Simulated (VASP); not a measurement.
Write the native input for VASP 6.6.1 that does the following.

```yaml
Task: single point
Functional: PBE
Potentials_or_basis: VASP PAW PBE potentials, release 64 (Sn_d, O)
Cutoff: 520 eV
k_mesh: 13 × 13 × 13
Occupations: fermi-dirac, width 0.0612256 eV
Spin: no spin polarisation
Dipole_correction: no
Further_INCAR_settings: ALGO = Normal; EDIFF = 1e-06; NBANDS = 20
```

The structure of SnO2 (fluorite type) lies in POSCAR:

```
SnO2
1.0
    0.0000000000      2.5541843174      2.5541843174
    2.5541843174      0.0000000000      2.5541843174
    2.5541843174      2.5541843174      0.0000000000
Sn O
1 2
Direct
    0.0000000000      0.0000000000      0.0000000000
    0.2500000000      0.2500000000      0.2500000000
    0.7500000000      0.7500000000      0.7500000000
```

The input as run:

INCAR

```
PREC     = Accurate       # precision mode
ENCUT    = 520            # plane-wave cutoff, eV
EDIFF    = 1E-6           # SCF threshold, eV
ISMEAR   = -1             # smearing method
SIGMA    = 0.06122561905347299 # smearing width, eV
LREAL    = False          # projectors in reciprocal space
LASPH    = True           # aspherical terms in the spheres
NELM     = 60             # most SCF steps
ALGO     = Normal         # electronic algorithm
ISIF     = 2              # what is computed and relaxed
LWAVE    = False          # write WAVECAR
LCHARG   = True           # write CHGCAR
GGA      = PE             # functional
LELF     = True           # ELF
LVHAR    = True         
NBANDS   = 20             # bands
```

KPOINTS

```
regular mesh
0
Gamma
  13 13 13
```

Potentials or basis: VASP PAW PBE potentials, release 64 (Sn_d, O).

The run is started by

```console
$ cat potpaw_PBE.64/Sn_d/POTCAR potpaw_PBE.64/O/POTCAR > POTCAR
$ mpirun -np 1 vasp_std > vasp.out
```

Results of the run:

```
Pressure               : 4.6 GPa
Band gap on the k mesh : 0.08 eV (least direct gap 1.39 eV)
```

Caveat: the cell stands under pressure; the smearing spreads over this small gap; semilocal functionals underestimate gaps, and a narrow one can read as zero; spin-orbit coupling is left out, which moves the levels of the heavy elements; an odd mesh through Γ misses points on the zone boundary, where band edges can lie.

It took 28 s on 1 thread of Intel(R) Xeon(R) 6975P-C (Granite Rapids) (shared host), peak memory 0.19 GiB.
